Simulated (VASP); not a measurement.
The system is BAs.

```
B As
1.0
     0.00000    2.39187    2.39187
     2.39187    0.00000    2.39187
     2.39187    2.39187    0.00000
B As
1 1
Direct
  0.00000 0.00000 0.00000
  0.25000 0.25000 0.25000
```

Program: VASP 6.6.1. Alike in all runs: task single point; potentials or basis VASP PAW PBE potentials, release 64 (B, As); no spin polarisation; cell as given; smearing gaussian 0.01 eV.

Task: Order these runs on this cell by their band gap on the k mesh, lowest first.
A. level PBEsol+D4; k mesh 6 × 6 × 6; cutoff (eV) 500
B. level PBE; k mesh 4 × 4 × 4; cutoff (eV) 500
C. level PBE-based screened hybrid; k mesh 4 × 4 × 4; cutoff (eV) 520; grid for exact exchange (PRECFOCK) Normal; share of exact exchange 0.75; screening parameter 0.2078 1/Å

Result: A (1.18 eV), B (1.42 eV), C (3.69 eV).

Caveats: some runs use coarse meshes.

A k mesh can miss the band edges.
